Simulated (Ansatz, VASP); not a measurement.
# AgI: VASP beside Ansatz

```
Ag I
1.0
     2.96134    2.96134    0.00000
    -2.96134    2.96134    0.00000
     0.00000    2.96134    2.96134
Ag I
1 1
Direct
  0.00000 0.00000 0.00000
  0.75000 0.25000 0.50000
```

Alike in both runs: task single point; functional LDA; k mesh 6 × 6 × 6; no spin polarisation.

|  | VASP | Ansatz |
| --- | --- | --- |
| version | VASP 6.6.1 | Ansatz 0.2.0 |
| potentials or method | VASP PAW LDA potentials, release 64 (Ag, I), cutoff 500 eV | all-electron LAPW, scalar-relativistic |
| occupations | gaussian, width 0.01 eV | fixed |

Ansatz gave:

* gap on the k mesh at the Fermi level (eV): 1.10
* pressure (GPa): 15.0

Question: Which values does VASP return?

Answer: gap on the k mesh at the Fermi level (eV): 1.14; pressure (GPa): 15.0.

LDA's correlation is that of Perdew and Zunger in VASP and of Perdew and Wang (1992) in Ansatz. Ansatz ran all-electron here, and VASP with PAW potentials.

Spin-orbit coupling is off throughout.
